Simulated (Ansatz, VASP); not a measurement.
# Two plane-wave programs on Ge

Contents of INCAR:

```
SYSTEM = Ge
ALGO = Normal
DIPOL = 0.5 0.5 0.500
EDIFF = 1E-6
ENCUT = 520
GGA = PE
IDIPOL = 3
ISIF = 2
ISMEAR = 0
IVDW = 12
LASPH = .TRUE.
LCHARG = .FALSE.
LDIPOL = .TRUE.
LREAL = .FALSE.
LWAVE = .FALSE.
NBANDS = 21
NELM = 80
PREC = Accurate
SIGMA = 0.1
```

File KPOINTS:

```
k-points
0
G
  12 12 1
  0 0 0
```

File POSCAR:

```
Ge
1.0
    3.9650000000      0.0000000000      0.0000000000
   -1.9825000000      3.4337907260      0.0000000000
    0.0000000000      0.0000000000     28.0000000000
Ge
2
Direct
    0.3333333333      0.6666666667      0.5052321429
    0.6666666667      0.3333333333      0.4947678571
```

Input for Ansatz:

```yaml
crystal:
  lattice:
    - [3.965, 0.0, 0.0]
    - [-1.9825, 3.433790726, 0.0]
    - [0.0, 0.0, 28.0]
  atoms:
    - { symbol: Ge, position: [0.3333333333, 0.6666666667, 0.5052321429] }
    - { symbol: Ge, position: [0.6666666667, 0.3333333333, 0.4947678571] }
  periodic: [true, true, false]
basis:
  ecutwfc: 420
kpoints:
  mp_grid: { grid: [12, 12, 1] }
hamiltonian:
  xc: pbe
  pseudopotentials: { kind: paw, azcp: { folder: soft_1 } }
  dispersion: d3bj
scf:
  occupations: { method: gaussian, width: 0.1 }
output:
  forces: true
  stress: true
  eigenvalues: true
```

Alike in both runs: task single point; functional PBE; dispersion D3(BJ); k mesh 12 × 12 × 1; occupations gaussian, width 0.1 eV; no spin polarisation.

|  | VASP | Ansatz |
| --- | --- | --- |
| version | VASP 6.6.1 | Ansatz 0.2.0 |
| potentials or method | VASP PAW PBE potentials, release 64 (Ge_d), cutoff 520 eV | scalar-relativistic, plane waves, PAW |
| valence electrons in the cell | 28 | 28 |

Ansatz gave:

```
gap on the k mesh at the Fermi level (eV) : none
rms of the force components (eV/Å)        : 0.369
```

Task: What did VASP give for the same quantities?

Result: gap on the k mesh at the Fermi level (eV): none; rms of the force components (eV/Å): 0.365.

Atom by atom the forces differ by 0.004 eV/Å (rms over components). A gap of «none» marks a metal or a gap that the smearing closes.
